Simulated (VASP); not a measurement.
# Ta (P6/mmm) in VASP: relaxation of cell and atoms with PBE

Aim: the relaxation of cell and atoms of Ta with PBE.

Program: VASP 6.6.1. These are calculated values, not measurements. Logs are shortened: lines on timing, memory, paths and dates and some standing lists are left out, and cuts for length are marked.

**1. The cell of the first run**

The structure is hexagonal, space group P6/mmm (No. 191). Conventional cell: a = 4.533 Å, b = 4.533 Å, c = 2.570 Å, α = 90.00°, β = 90.00°, γ = 120.00°. Ta (site symmetry 6/mmm) has 14 Ta at 2.57 to 2.92 Å within 3.4 Å. Ta (site symmetry -6m2) has 11 Ta at 2.57 to 2.92 Å within 3.4 Å.

This isn't the form of Ta at room conditions, which is bcc.

**2. Relaxation of cell and atoms, PBE, target pressure 54 GPa, at which the enthalpy is minimised**

Input file INCAR:

```
PREC = Accurate
ENCUT = 600
EDIFF = 1E-6
ISMEAR = -1
SIGMA = 0.08
LREAL = False
LASPH = True
NELM = 100
ALGO = Normal
ISIF = 3
LWAVE = False
LCHARG = False
GGA = PE
IBRION = 2
NSW = 32
EDIFFG = -0.005
PSTRESS = 540.0
```

Input file KPOINTS:

```
Automatic mesh
0
Gamma
  8 8 12
```

Input file POSCAR:

```
Ta
1.0
    4.5328864471      0.0000000000      0.0000000000
   -2.2664432236      3.9255948156      0.0000000000
    0.0000000000      0.0000000000      2.5701244003
Ta
3
Direct
    0.0000000000      0.0000000000      0.0000000000
    0.3333333333      0.6666666667      0.5000000000
    0.6666666667      0.3333333333      0.5000000000
```

Potentials or basis: VASP PAW PBE potentials, release 64 (Ta_pv).

On the command line:

```console
$ cat potpaw_PBE.64/Ta_pv/POTCAR > POTCAR
$ mpirun -np 1 vasp_std > vasp.out
```

OUTCAR:

```text
PREC = Accurate
   ENCUT = 600
   EDIFF = 1E-6
   ISMEAR = -1
   LREAL = False
   LASPH = True
   NELM = 100
   ISIF = 3
   GGA = PE
   IBRION = 2
   NSW = 32
   EDIFFG = -0.005
   PSTRESS = 540.0

 ion  position               nearest neighbor table
   1  0.000  0.000  0.000-   2 2.92   3 2.92   2 2.92   3 2.92   2 2.92   2 2.92   3 2.92   3 2.92
                             3 2.92   3 2.92   2 2.92   2 2.92
   2  0.333  0.667  0.500-   3 2.62   3 2.62   3 2.62   1 2.92   1 2.92   1 2.92   1 2.92   1 2.92
                             1 2.92
   3  0.667  0.333  0.500-   2 2.62   2 2.62   2 2.62   1 2.92   1 2.92   1 2.92   1 2.92   1 2.92
                             1 2.92

  LATTYP: Found a hexagonal cell.
 ALAT       =     4.5328864471
 C/A-ratio  =     0.5669950991

  Lattice vectors:

 A1 = (   4.5328864471,   0.0000000000,   0.0000000000)
 A2 = (  -2.2664432236,   3.9255948156,   0.0000000000)
 A3 = (   0.0000000000,   0.0000000000,   2.5701244003)

Analysis of symmetry for initial positions (statically):
=====================================================================
 Subroutine PRICEL returns:
 Original cell was already a primitive cell.

 Routine SETGRP: Setting up the symmetry group for a
 hexagonal supercell.

 Subroutine GETGRP returns: Found 24 space group operations
 (whereof 24 operations were pure point group operations)
 out of a pool of 24 trial point group operations.

The static configuration has the point symmetry D_6h.

Analysis of symmetry for dynamics (positions and initial velocities):
=====================================================================
 Subroutine PRICEL returns:
 Original cell was already a primitive cell.

 Routine SETGRP: Setting up the symmetry group for a
 hexagonal supercell.

 Subroutine GETGRP returns: Found 24 space group operations
 (whereof 24 operations were pure point group operations)
 out of a pool of 24 trial point group operations.

The dynamic configuration has the point symmetry D_6h.

 Subroutine INISYM returns: Found 24 space group operations
 (whereof 24 operations are pure point group operations),
 and found     1 'primitive' translations

----------------------------------------------------------------------------------------

                                     Primitive cell

  volume of cell :      45.7335

  direct lattice vectors                    reciprocal lattice vectors
     4.532886447  0.000000000  0.000000000     0.220609983  0.127369233  0.000000000
    -2.266443224  3.925594816  0.000000000     0.000000000  0.254738466  0.000000000
     0.000000000  0.000000000  2.570124400     0.000000000  0.000000000  0.389086225

  length of vectors
     4.532886447  4.532886447  2.570124400     0.254738466  0.254738466  0.389086225

  position of ions in fractional coordinates (direct lattice)
     0.000000000  0.000000000  0.000000000
     0.333333333  0.666666667  0.500000000
     0.666666667  0.333333333  0.500000000

  ion indices of the primitive-cell ions
   primitive index   ion index
                 1           1
                 2           2
                 3           3

----------------------------------------------------------------------------------------

 KPOINTS: Automatic mesh

Automatic generation of k-mesh.
 Grid dimensions read from file:
 generate k-points for:    8    8   12

 Generating k-lattice:

  Cartesian coordinates                     Fractional coordinates (reciprocal lattice)
     0.027576248  0.015921154  0.000000000     0.125000000 -0.000000000  0.000000000
     0.000000000  0.031842308  0.000000000     0.000000000  0.125000000  0.000000000
     0.000000000  0.000000000  0.032423852     0.000000000  0.000000000  0.083333333

  Length of vectors
     0.031842308  0.031842308  0.032423852

  Shift w.r.t. Gamma in fractional coordinates (k-lattice)
     0.000000000  0.000000000  0.000000000

 Subroutine IBZKPT returns following result:
 ===========================================

 Found     70 irreducible k-points:

 Following reciprocal coordinates:
            Coordinates               Weight
  0.000000  0.000000  0.000000      1.000000
  0.125000  0.000000  0.000000      6.000000
  0.250000  0.000000  0.000000      6.000000
  0.375000  0.000000  0.000000      6.000000
  0.500000  0.000000  0.000000      3.000000
  0.125000  0.125000  0.000000      6.000000
[... 16 lines left out ...]
  0.250000  0.000000  0.166667     12.000000
  0.375000  0.000000  0.166667     12.000000
 [... further k-points ...]
   k-points           NKPTS =     70   k-points in BZ     NKDIM =     70   number of bands    NBANDS=     20
   number of dos      NEDOS =    301   number of ions     NIONS =      3
   total plane-waves  NPLWV =  31104
   dimension x,y,z NGX =    36 NGY =   36 NGZ =   24
   dimension x,y,z NGXF=    72 NGYF=   72 NGZF=   48
   ions per type =               3
   NGX,Y,Z   is equivalent  to a cutoff of  13.20, 13.20, 15.52 a.u.
   NGXF,Y,Z  is equivalent  to a cutoff of  26.41, 26.41, 31.05 a.u.
 SYSTEM =  unknown system
   PREC   = accura    normal or accurate (medium, high low for compatibility)
   ISTART =      0    job   : 0-new  1-cont  2-samecut
   ICHARG =      2    charge: 1-file 2-atom 10-const
   ISPIN  =      1    spin polarized calculation?
   LNONCOLLINEAR =      F non collinear calculations
   LSORBIT =      F    spin-orbit coupling
   LASPH  =      T    aspherical Exc in radial PAW
   ENCUT  =  600.0 eV  44.10 Ry    6.64 a.u.   9.05  9.05  5.13*2*pi/ulx,y,z
   NELM   =    100;   NELMIN=  2; NELMDL= -5     # of ELM steps
   EDIFF  = 0.1E-05   stopping-criterion for ELM
   LREAL  =      F    real-space projection
   EDIFFG = -.5E-02   stopping-criterion for IOM
   NSW    =     32    number of steps for IOM
   IBRION =      2    ionic relax: 0-MD 1-quasi-New 2-CG
   NFREE  =      1    steps in history (QN), initial steepest desc. (CG)
   ISIF   =      3    stress and relaxation
   ISYM   =      2    0-nonsym 1-usesym 2-fastsym
   POTIM  = 0.5000    time-step for ionic-motion
   TEBEG  =    0.0;   TEEND  =   0.0 temperature during run
   PSTRESS=  540.0 pullay stress
   NELECT =      33.0000    total number of electrons
   NUPDOWN=      -1.0000    fix difference up-down
   EMIN   =  10.00;   EMAX   =-10.00  energy-range for DOS
   EFERMI =   0.00;   METHOD = LEGACY
   ISMEAR =    -1;   SIGMA  =   0.08  broadening in eV -4-tet -1-fermi 0-gaus
   EFERMI_NEDOS =   21; number of points for ismear=-14 and -15
   IALGO  =     38    algorithm
   IMIX   =      4    mixing-type and parameters
     AMIX     =   0.40;   BMIX     =  1.00
     AMIX_MAG =   1.60;   BMIX_MAG =  1.00
  volume/ion in A,a.u.               =      15.24       102.87
  Fermi-wavevector in a.u.,A,eV,Ry     =   1.468367  2.774812 29.335550  2.156102
  Thomas-Fermi vector in A             =   2.583873
   LORBIT       =      0    0 simple, 1 ext, 2 COOP (PROOUT), +10 PAW based schemes
   GGA     = PE    functional components
   LHFCALC =     F    Hartree Fock is set to
   AEXX    =    0.0000 exact exchange contribution
   IVDW    =     0    specifies the selected vdW correction
   LEPSILON=     F    determine dielectric tensor
   LRPA    =     F    only Hartree local field effects (RPA)
 conjugate gradient relaxation of ions
 non-spin polarized calculation
  energy-cutoff  :      600.00
  volume of cell :       45.73
 maximum number of plane-waves:      1541
   NGX = 19   NGY = 19   NGZ = 11

--------------------------------------- Ionic step        1  -------------------------------------------

 number of electron      32.9999997 magnetization

 Free energy of the ion-electron system (eV)
  ---------------------------------------------------
  ext. energy  EPLUGINS =         0.00000000
  ---------------------------------------------------
  free energy    TOTEN  =       -33.31403242 eV

  energy without entropy =      -33.27212432  energy(sigma->0) =      -33.29307837

------------------------ aborting loop because EDIFF is reached ----------------------------------------

  FORCE on cell =-STRESS in cart. coord.  units (eV):
  Direction    XX          YY          ZZ          XY          YZ          ZX
  --------------------------------------------------------------------------------------
  -------------------------------------------------------------------------------------
  Total       15.5874776     15.5874776     15.6509300     -0.0000000     -0.0000000     -0.0000000
  in kB      546.0745912    546.0745912    548.2975108     -0.0000000     -0.0000000     -0.0000000
  external PRESSURE =       6.8155644 kB  Pullay stress =     540.0000000 kB
[... 63 lines left out ...]
  enthalpy is  TOTEN    =       -17.8970357054 eV   P V=       15.5591972594

--------------------------------------- Ionic step        3  -------------------------------------------

 number of electron      32.9999997 magnetization

 Free energy of the ion-electron system (eV)
  ---------------------------------------------------
  ext. energy  EPLUGINS =         0.00000000
  ---------------------------------------------------
  free energy    TOTEN  =       -33.34240369 eV

  energy without entropy =      -33.30030694  energy(sigma->0) =      -33.32135532

 E-fermi :   7.2667     XC(G=0): -13.4746

 val. band max:        7.2604120616   @ k =   0.5000   0.0000   0.1667
 cond. band min:       7.3100175697   @ k =   0.0000   0.0000   0.5000
 fundamental gap:      0.0496055081
 Fermi energy:         7.2667303876

 k-point     1 :       0.0000    0.0000    0.0000
  band No.  band energies     occupation
      1     -27.1604      2.00000
      2     -27.1604      2.00000
      3     -26.7077      2.00000
      4     -26.7077      2.00000
      5     -25.6192      2.00000
      6     -25.6065      2.00000
[... 12 lines left out ...]
     19       8.3037      0.00000
[... 513 lines left out ...]
      4     -26.1409      2.00000
      5     -26.1349      2.00000
      6     -25.9333      2.00000
[... 12 lines left out ...]
     19       8.8869      0.00000
     20       9.4929      0.00000

 [... further k-points ...]

------------------------ aborting loop because EDIFF is reached ----------------------------------------

  FORCE on cell =-STRESS in cart. coord.  units (eV):
  Direction    XX          YY          ZZ          XY          YZ          ZX
  --------------------------------------------------------------------------------------
  -------------------------------------------------------------------------------------
  Total       15.4375112     15.4375112     15.4572412     -0.0000000     -0.0000000      0.0000000
  in kB      539.8336948    539.8336948    540.5236301     -0.0000000     -0.0000000      0.0000000
  external PRESSURE =       0.0636732 kB  Pullay stress =     540.0000000 kB
[... 18 lines left out ...]
  FREE ENERGIE OF THE ION-ELECTRON SYSTEM (eV)
  ---------------------------------------------------
  free  energy   TOTEN  =       -33.3424036928 eV

  energy  without entropy=      -33.3003069384  energy(sigma->0) =      -33.32135532

  enthalpy is  TOTEN    =       -17.9001366782 eV   P V=       15.4422670146

 reached required accuracy - stopping structural energy minimisation
```

Run time: 3.7 min. Hardware: 1 thread of Intel Xeon 8259CL, shared host; peak memory 0.23 GiB.

Results:

```
Free energy                                                : -33.3424 eV
Relaxed volume                                             : 15.27 Å³/atom
Relaxed cell                                               : a = 4.535 Å, b = 4.535 Å, c = 2.572 Å, α = 90.00°, β = 90.00°, γ = 120.00°
Space group after relaxing (to 0.1 Å)                      : P6/mmm (No. 191)
Energy change on relaxing (the run minimises the enthalpy) : -9.5 meV/atom
Ionic steps                                                : 3
Pressure after relaxing                                    : 54.0 GPa
Band gap on the k mesh                                     : zero (an odd number of electrons rules out a gap without spin polarisation)
```

Step by step:
| step | energy change (eV) | largest force (eV/Å) | pressure (GPa) | volume (Å³) |
| --- | --- | --- | --- | --- |
| 1 | 0.0000 | 0.0000 | 54.68 | 45.73 |
| 2 | -0.1422 | 0.0000 | 51.20 | 46.16 |
| 3 | -0.0284 | 0.0000 | 54.01 | 45.82 |

Final structure:
```xyz
3
Lattice="4.5353 0.0000 0.0000 -2.2677 3.9277 0.0000 0.0000 0.0000 2.5720" Properties=species:S:1:pos:R:3 pbc="T T T"
Ta    0.0000    0.0000    0.0000
Ta    0.0000    2.6185    1.2860
Ta    2.2677    1.3092    1.2860
```

Levels at points of the mesh, in eV from the Fermi level:
```csv
k point,band 15,band 16,band 17,band 18,band 19,band 20
"(0.00, 0.00, 0.00)",-1.50,-1.50,-0.85,1.04,1.04,3.66
"(0.50, 0.00, 0.00)",-2.14,-1.35,-0.77,1.75,2.18,3.98
"(0.00, 0.00, 0.50)",-1.78,0.04,0.04,1.68,1.68,5.58
"(0.50, 0.00, 0.50)",-1.59,-0.87,0.92,1.29,1.59,3.08
```

Caveat: the cell is relaxed towards a set pressure, so the run minimises the enthalpy, not the energy; spin-orbit coupling is left out, which moves the levels of the heavy elements.

The gap in the log of VASP goes by the Fermi energy; the results here count the filled bands.